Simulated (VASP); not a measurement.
A run of VASP 6.6.1 is set up as follows.

Contents of INCAR:

```
PREC = Accurate ; ENCUT = 520
EDIFF = 1E-8 ; ISMEAR = -1
SIGMA = 0.03 ; LREAL = F
LASPH = T ; NELM = 80
ALGO = Normal ; ISIF = 2
LWAVE = F ; LCHARG = F
GGA = PS ; LEFG = T
NBANDS = 7
```

KPOINTS

```
regular mesh
0
Gamma
  23 23 23
```

Contents of POSCAR:

```
Be
1.0
   -1.2614200074      1.2614200074      1.2614200074
    1.2614200074     -1.2614200074      1.2614200074
    1.2614200074      1.2614200074     -1.2614200074
Be
1
Direct
    0.0000000000      0.0000000000      0.0000000000
```

Potentials or basis: VASP PAW PBE potentials, release 64 (Be).

Command:

```bash
$ cat potpaw_PBE.64/Be/POTCAR > POTCAR
$ mpirun -np 1 vasp_std > vasp.out
```

(1) Predict the pressure.

(2) Estimate the band gap on the k mesh.

## Answers

(1) -3.9 GPa.

(2) zero (band 1 reaches 11.21 eV, above the bottom of band 2 at 6.44 eV).

Caveat: without QUAD_EFG the Cq values of the log hold for a quadrupole moment of 1 mb, not for the nuclei; the PAW data sets were made with another functional, which shifts forces and pressure a little.
